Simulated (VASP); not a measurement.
# KCl (Fm-3m) in VASP: further runs

Aim: see how the results for KCl move with the level of theory and the settings. Levels: PBE, r2SCAN. Tasks: single point.

Everything below comes from runs of VASP 6.6.1. Logs are shortened: lines on timing, memory, paths and dates and some standing lists are left out, and cuts for length are marked.

### Step 1. The cell of the first run

It takes space group Fm-3m (No. 225, cubic). Conventional cell: a = 6.290 Å, b = 6.290 Å, c = 6.290 Å, α = 90.00°, β = 90.00°, γ = 90.00°. K (site symmetry m-3m) has 6 Cl at 3.14 Å within 4.1 Å. Within 4.1 Å of Cl (site symmetry m-3m) lie 6 K at 3.14 Å.

### Step 2. Single point, PBE

INCAR reads:

```
PREC     = Accurate       # precision mode
ENCUT    = 520            # plane-wave cutoff, eV
EDIFF    = 1E-7           # SCF threshold, eV
ISMEAR   = 0              # smearing method
SIGMA    = 0.01           # smearing width, eV
LREAL    = False          # projectors in reciprocal space
LASPH    = True           # aspherical terms in the spheres
NELM     = 60             # most SCF steps
ALGO     = Normal         # electronic algorithm
ISIF     = 2              # what is computed and relaxed
LWAVE    = False          # write WAVECAR
LCHARG   = False          # write CHGCAR
GGA      = PE             # functional
NBANDS   = 15             # bands
```

KPOINTS reads:

```
Automatic mesh
0
Gamma
  4 4 4
```

POSCAR reads:

```
KCl
1.0
    0.0000000000      3.1448483113      3.1448483113
    3.1448483113      0.0000000000      3.1448483113
    3.1448483113      3.1448483113      0.0000000000
K Cl
1 1
Direct
    0.0000000000      0.0000000000      0.0000000000
    0.5000000000      0.5000000000      0.5000000000
```

Potentials or basis: VASP PAW PBE potentials, release 64 (K_sv, Cl).

On the command line:

```
> cat potpaw_PBE.64/K_sv/POTCAR potpaw_PBE.64/Cl/POTCAR > POTCAR
> mpirun -np 1 vasp_std > vasp.out
```

OUTCAR:

```text
PREC = Accurate
   ENCUT = 520
   EDIFF = 1E-7
   ISMEAR = 0
   LREAL = False
   LASPH = True
   NELM = 60
   ISIF = 2
   GGA = PE

 ion  position               nearest neighbor table
   1  0.000  0.000  0.000-   2 3.14   2 3.14   2 3.14   2 3.14   2 3.14   2 3.14
   2  0.500  0.500  0.500-   1 3.14   1 3.14   1 3.14   1 3.14   1 3.14   1 3.14

  LATTYP: Found a face centered cubic cell.
 ALAT       =     6.2896966226

  Lattice vectors:

 A1 = (   0.0000000000,   3.1448483113,   3.1448483113)
 A2 = (   3.1448483113,   0.0000000000,   3.1448483113)
 A3 = (   3.1448483113,   3.1448483113,   0.0000000000)

Analysis of symmetry for initial positions (statically):
=====================================================================
 Subroutine PRICEL returns:
 Original cell was already a primitive cell.

 Routine SETGRP: Setting up the symmetry group for a
 face centered cubic supercell.

 Subroutine GETGRP returns: Found 48 space group operations
 (whereof 48 operations were pure point group operations)
 out of a pool of 48 trial point group operations.

The static configuration has the point symmetry O_h .

Analysis of symmetry for dynamics (positions and initial velocities):
=====================================================================
 Subroutine PRICEL returns:
 Original cell was already a primitive cell.

 Routine SETGRP: Setting up the symmetry group for a
 face centered cubic supercell.

 Subroutine GETGRP returns: Found 48 space group operations
 (whereof 48 operations were pure point group operations)
 out of a pool of 48 trial point group operations.

The dynamic configuration has the point symmetry O_h .

 Subroutine INISYM returns: Found 48 space group operations
 (whereof 48 operations are pure point group operations),
 and found     1 'primitive' translations

----------------------------------------------------------------------------------------

                                     Primitive cell

  volume of cell :      62.2055

  direct lattice vectors                    reciprocal lattice vectors
     0.000000000  3.144848311  3.144848311    -0.158990180  0.158990180  0.158990180
     3.144848311  0.000000000  3.144848311     0.158990180 -0.158990180  0.158990180
     3.144848311  3.144848311  0.000000000     0.158990180  0.158990180 -0.158990180

  length of vectors
     4.447487133  4.447487133  4.447487133     0.275379070  0.275379070  0.275379070

  position of ions in fractional coordinates (direct lattice)
     0.000000000  0.000000000  0.000000000
     0.500000000  0.500000000  0.500000000

  ion indices of the primitive-cell ions
[... 71 lines left out ...]
   EMIN   =  10.00;   EMAX   =-10.00  energy-range for DOS
   EFERMI =   0.00;   METHOD = LEGACY
   ISMEAR =     0;   SIGMA  =   0.01  broadening in eV -4-tet -1-fermi 0-gaus
   EFERMI_NEDOS =   21; number of points for ismear=-14 and -15
   IALGO  =     38    algorithm
   IMIX   =      4    mixing-type and parameters
     AMIX     =   0.40;   BMIX     =  1.00
     AMIX_MAG =   1.60;   BMIX_MAG =  1.00
  volume/ion in A,a.u.               =      31.10       209.89
  Fermi-wavevector in a.u.,A,eV,Ry     =   1.041130  1.967451 14.748069  1.083952
  Thomas-Fermi vector in A             =   2.175737
   LORBIT       =      0    0 simple, 1 ext, 2 COOP (PROOUT), +10 PAW based schemes
   GGA     = PE    functional components
   LHFCALC =     F    Hartree Fock is set to
   AEXX    =    0.0000 exact exchange contribution
   IVDW    =     0    specifies the selected vdW correction
   LEPSILON=     F    determine dielectric tensor
   LRPA    =     F    only Hartree local field effects (RPA)
 non-spin polarized calculation
 Gauss-broadening in eV      SIGMA  =   0.01
  energy-cutoff  :      520.00
  volume of cell :       62.21
 maximum number of plane-waves:      1700
 NGX is ok and might be reduce to    36
   NGX = 17   NGY = 17   NGZ = 17

 number of electron      16.0000001 magnetization

 Free energy of the ion-electron system (eV)
  ---------------------------------------------------
  ext. energy  EPLUGINS =         0.00000000
  ---------------------------------------------------
  free energy    TOTEN  =        -6.80320613 eV

  energy without entropy =       -6.80320613  energy(sigma->0) =       -6.80320613

 E-fermi :  -1.6980     XC(G=0):  -7.5452

 val. band max:       -1.8354983397   @ k =   0.0000   0.0000   0.0000
 cond. band min:       3.3566348680   @ k =   0.0000   0.0000   0.0000
 fundamental gap:      5.1921332077
 Fermi energy:        -1.6979931498

 k-point     1 :       0.0000    0.0000    0.0000
  band No.  band energies     occupation
      1     -29.0302      2.00000
      2     -13.9549      2.00000
      3     -12.4910      2.00000
      4     -12.4910      2.00000
      5     -12.4910      2.00000
      6      -1.8355      2.00000
      7      -1.8355      2.00000
      8      -1.8355      2.00000
      9       3.3566      0.00000
     10       6.5457      0.00000
     11       6.5457      0.00000
     12       6.5457      0.00000
     13       7.4231      0.00000
     14       7.4231      0.00000
[... 113 lines left out ...]
      2     -13.9508      2.00000
      3     -12.5902      2.00000
      4     -12.5902      2.00000
      5     -12.4013      2.00000
      6      -2.3233      2.00000
      7      -2.3094      2.00000
      8      -2.3094      2.00000
      9       6.2056      0.00000
     10       6.2056      0.00000
     11       7.6392      0.00000
     12       8.0400      0.00000
     13       9.8849      0.00000
     14       9.9135      0.00000
     15      10.2391      0.00000

------------------------ aborting loop because EDIFF is reached ----------------------------------------

  FORCE on cell =-STRESS in cart. coord.  units (eV):
  Direction    XX          YY          ZZ          XY          YZ          ZX
  --------------------------------------------------------------------------------------
  -------------------------------------------------------------------------------------
  Total        0.3153137      0.3153137      0.3153137     -0.0000000     -0.0000000      0.0000000
  in kB        8.1212773      8.1212773      8.1212773     -0.0000000     -0.0000000      0.0000000
  external PRESSURE =       8.1212773 kB  Pullay stress =       0.0000000 kB

 VOLUME and BASIS-vectors are now :
 -----------------------------------------------------------------------------
  energy-cutoff  :      520.00
  volume of cell :       62.21
      direct lattice vectors                 reciprocal lattice vectors
     0.000000000  3.144848311  3.144848311    -0.158990180  0.158990180  0.158990180
     3.144848311  0.000000000  3.144848311     0.158990180 -0.158990180  0.158990180
     3.144848311  3.144848311  0.000000000     0.158990180  0.158990180 -0.158990180

 POSITION                                       TOTAL-FORCE (eV/Angst)
 -----------------------------------------------------------------------------------
      0.00000      0.00000      0.00000         0.000000      0.000000     -0.000000
      3.14485      3.14485      3.14485        -0.000000     -0.000000      0.000000
 -----------------------------------------------------------------------------------
    total drift:                                0.000000      0.000000      0.000000

  FREE ENERGIE OF THE ION-ELECTRON SYSTEM (eV)
  ---------------------------------------------------
  free  energy   TOTEN  =        -6.8032061337 eV

  energy  without entropy=       -6.8032061337  energy(sigma->0) =       -6.80320613
```

stdout:

```text
POSCAR found type information on POSCAR K Cl
 POSCAR found :  2 types and       2 ions
 scaLAPACK will be used
 LDA part: xc-table for (Slater+PW92), standard interpolation
 POSCAR, INCAR and KPOINTS ok, starting setup
 FFT: planning ... GRIDC
 FFT: planning ... GRID_SOFT
 FFT: planning ... GRID
 WAVECAR not read
 entering main loop
```

Wall time 21 s (1 thread of AMD EPYC 7R43 (Zen 3), shared host); peak memory 0.17 GiB.

Results:

* Free energy: -6.8032 eV
* Pressure: 0.8 GPa
* Band gap on the k mesh: 5.19 eV, direct

Levels at points of the mesh, in eV from the valence-band top:
```csv
k point,band 4,band 5,band 6,band 7,band 8,band 9,band 10,band 11,band 12,band 13
"(0.00, 0.00, 0.00)",-10.66,-10.66,0.00,0.00,0.00,5.19,8.38,8.38,8.38,9.26
"(0.50, 0.00, 0.00)",-10.66,-10.41,-1.06,-0.33,-0.33,7.60,8.61,10.53,10.53,11.42
"(0.50, 0.50, 0.00)",-10.71,-10.71,-0.66,-0.22,-0.22,6.53,8.36,10.08,10.24,10.63
```

Caveat: the k points lie up to 0.43 Å⁻¹ apart.

### Step 3. Single point, PBE

INCAR reads:

```
SYSTEM = KCl
PREC = Accurate
ENCUT = 520
EDIFF = 1E-6
ISMEAR = 0
SIGMA = 0.01
LREAL = .FALSE.
LASPH = .TRUE.
NELM = 100
ALGO = Normal
ISIF = 2
LWAVE = .FALSE.
LCHARG = .FALSE.
GGA = PE
NBANDS = 15
```

KPOINTS reads:

```
regular mesh
0
G
  4 4 4
  0 0 0
```

POSCAR is that of step 2.

Potentials or basis: VASP PAW PBE potentials, release 64 (K_sv, Cl).

On the command line:

```
> cat potpaw_PBE.64/K_sv/POTCAR potpaw_PBE.64/Cl/POTCAR > POTCAR
> mpirun -np 1 vasp_std > vasp.out
```

OUTCAR:

```text
SYSTEM = KCl
   PREC = Accurate
   ENCUT = 520
   EDIFF = 1E-6
   ISMEAR = 0
   LREAL = .FALSE.
   LASPH = .TRUE.
   NELM = 100
   ISIF = 2
   GGA = PE

 ion  position               nearest neighbor table
   1  0.000  0.000  0.000-   2 3.14   2 3.14   2 3.14   2 3.14   2 3.14   2 3.14
   2  0.500  0.500  0.500-   1 3.14   1 3.14   1 3.14   1 3.14   1 3.14   1 3.14

  LATTYP: Found a face centered cubic cell.
 ALAT       =     6.2896966226

  Lattice vectors:

 A1 = (   0.0000000000,   3.1448483113,   3.1448483113)
 A2 = (   3.1448483113,   0.0000000000,   3.1448483113)
[... 312 lines left out ...]

  FORCE on cell =-STRESS in cart. coord.  units (eV):
  Direction    XX          YY          ZZ          XY          YZ          ZX
  --------------------------------------------------------------------------------------
  -------------------------------------------------------------------------------------
  Total        0.3179418      0.3179418      0.3179418      0.0000000      0.0000000     -0.0000000
  in kB        8.1889659      8.1889659      8.1889659      0.0000000      0.0000000     -0.0000000
  external PRESSURE =       8.1889659 kB  Pullay stress =       0.0000000 kB

 VOLUME and BASIS-vectors are now :
 -----------------------------------------------------------------------------
  energy-cutoff  :      520.00
  volume of cell :       62.21
      direct lattice vectors                 reciprocal lattice vectors
     0.000000000  3.144848311  3.144848311    -0.158990180  0.158990180  0.158990180
     3.144848311  0.000000000  3.144848311     0.158990180 -0.158990180  0.158990180
     3.144848311  3.144848311  0.000000000     0.158990180  0.158990180 -0.158990180

 POSITION                                       TOTAL-FORCE (eV/Angst)
 -----------------------------------------------------------------------------------
      0.00000      0.00000      0.00000        -0.000000     -0.000000      0.000000
      3.14485      3.14485      3.14485         0.000000      0.000000     -0.000000
 -----------------------------------------------------------------------------------
    total drift:                                0.000000      0.000000      0.000000

  FREE ENERGIE OF THE ION-ELECTRON SYSTEM (eV)
  ---------------------------------------------------
  free  energy   TOTEN  =        -6.8032059612 eV

  energy  without entropy=       -6.8032059612  energy(sigma->0) =       -6.80320596
```

stdout:

```text
POSCAR found type information on POSCAR K Cl
 POSCAR found :  2 types and       2 ions
 scaLAPACK will be used
 LDA part: xc-table for (Slater+PW92), standard interpolation
 POSCAR, INCAR and KPOINTS ok, starting setup
 FFT: planning ... GRIDC
 FFT: planning ... GRID_SOFT
 FFT: planning ... GRID
 WAVECAR not read
 entering main loop
```

Wall time 16 s (1 thread of AMD EPYC 7R43 (Zen 3), shared host); peak memory 0.16 GiB.

Results:

* Free energy: -6.8032 eV
* Pressure: 0.8 GPa
* Band gap on the k mesh: 5.19 eV, direct

Levels at points of the mesh, in eV from the valence-band top:
| k point | band 4 | band 5 | band 6 | band 7 | band 8 | band 9 | band 10 | band 11 | band 12 | band 13 |
| --- | --- | --- | --- | --- | --- | --- | --- | --- | --- | --- |
| (0.00, 0.00, 0.00) | -10.66 | -10.66 | 0.00 | 0.00 | 0.00 | 5.19 | 8.38 | 8.38 | 8.38 | 9.26 |
| (0.50, 0.00, 0.00) | -10.66 | -10.41 | -1.06 | -0.33 | -0.33 | 7.60 | 8.61 | 10.53 | 10.53 | 11.42 |
| (0.50, 0.50, 0.00) | -10.71 | -10.71 | -0.66 | -0.22 | -0.22 | 6.53 | 8.36 | 10.08 | 10.24 | 10.63 |

Caveat: the k points lie up to 0.43 Å⁻¹ apart. A hybrid or GW would open this gap; PBE tends to underestimate it.

[end of part 1 of 2]
